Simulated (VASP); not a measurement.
The system is C.

```
CELL_PARAMETERS angstrom
0.00000 1.78565 1.78565
1.78565 0.00000 1.78565
1.78565 1.78565 0.00000
ATOMIC_POSITIONS crystal
C 0.75000 0.75000 0.75000
C 0.50000 0.50000 0.50000
```

Base run:

| Item | Value |
| --- | --- |
| Program | VASP 6.6.1 |
| Functional | PBE |
| Potentials or basis | VASP PAW PBE potentials, release 64 (C) |
| Cutoff | 600 eV |
| k mesh | 10 × 10 × 10 |
| Occupations | gaussian, width 0.05 eV |
| Spin | no spin polarisation |

Its results: band gap on the k mesh 4.16 eV, indirect (least direct gap 5.58 eV); pressure 0.1 GPa.

Problem. The run is repeated on the same cell with these changes: functional from PBE to r2SCAN; cutoff from 600 eV to 660 eV; k mesh from 10 × 10 × 10 to 12 × 12 × 12. What comes out?

Solution. Band gap on the k mesh 4.33 eV, indirect (least direct gap 5.83 eV); pressure -4.0 GPa.

Several settings changed at once, so the effect can't be laid on one alone.

Caveats: the PAW data sets were made with another functional, which shifts forces and pressure a little (some runs).

A k mesh can miss the band edges.
